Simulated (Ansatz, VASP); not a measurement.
## Ga: VASP beside Ansatz

POSCAR

```
Ga
1.0
    0.0000000000      2.9997287446      2.9997287446
    2.9997287446      0.0000000000      2.9997287446
    2.9997287446      2.9997287446      0.0000000000
Ga
2
Direct
    0.1250000000      0.1250000000      0.1250000000
    0.8750000000      0.8750000000      0.8750000000
```

File INCAR.step1:

```
ALGO     = Normal         # electronic algorithm
EDIFF    = 1E-4           # SCF threshold, eV
ENCUT    = 520            # plane-wave cutoff, eV
GGA      = PE             # functional
ISMEAR   = -1             # smearing method
LASPH    = T              # aspherical terms in the spheres
LCHARG   = F              # write CHGCAR
LREAL    = F              # projectors in reciprocal space
LWAVE    = T              # write WAVECAR
NBANDS   = 20             # bands
NELM     = 80             # most SCF steps
PREC     = Accurate       # precision mode
SIGMA    = 0.1            # smearing width, eV
```

INCAR.step2

```
ALGO     = Normal         # electronic algorithm
EDIFF    = 1E-7           # SCF threshold, eV
ENCUT    = 520            # plane-wave cutoff, eV
ISIF     = 2              # what is computed and relaxed
ISMEAR   = -1             # smearing method
ISTART   = 1            
LASPH    = T              # aspherical terms in the spheres
LCHARG   = F              # write CHGCAR
LMIXTAU  = T            
LREAL    = F              # projectors in reciprocal space
LWAVE    = F              # write WAVECAR
METAGGA  = R2SCAN         # meta-GGA
NBANDS   = 20             # bands
NELM     = 80             # most SCF steps
PREC     = Accurate       # precision mode
SIGMA    = 0.1            # smearing width, eV
```

File KPOINTS:

```
k-points
0
Gamma
  11 11 11
```

Input for Ansatz:

```yaml
crystal:
  lattice:
    - [0.0, 2.9997287446, 2.9997287446]
    - [2.9997287446, 0.0, 2.9997287446]
    - [2.9997287446, 2.9997287446, 0.0]
  atoms:
    - { symbol: Ga, position: [0.125, 0.125, 0.125] }
    - { symbol: Ga, position: [0.875, 0.875, 0.875] }
hamiltonian:
  xc: r2scan
  pseudopotentials:
    kind: paw
    azcp:
      Ga: "pseudopotentials/Ga.paw.azcp"
basis:
  ecutwfc: 500
  fft_grid_basis: typed
kpoints:
  mp_grid: { grid: [11, 11, 11], shift: [0, 0, 0] }
magnetization:
  spin_polarized: false
scf:
  occupations: { method: fermi_dirac, width: 0.1 }
  lower_state_search: "off"
output:
  stress: true
```

Alike in both runs: task single point; functional r2SCAN; k mesh 11 × 11 × 11; occupations fermi-dirac, width 0.1 eV; no spin polarisation.

|  | VASP | Ansatz |
| --- | --- | --- |
| version | VASP 6.6.1 | Ansatz 0.2.0 |
| potentials or method | VASP PAW PBE potentials, release 64 (Ga_d), cutoff 520 eV | plane waves (500 eV) with PAW, scalar-relativistic |
| valence electrons in the cell | 26 | 26 |

|  | VASP | Ansatz | Ansatz less VASP |
| --- | --- | --- | --- |
| pressure (GPa) | -3.8 | -3.8 | -0.06 |

VASP's potentials were made for PBE, not for r2SCAN.
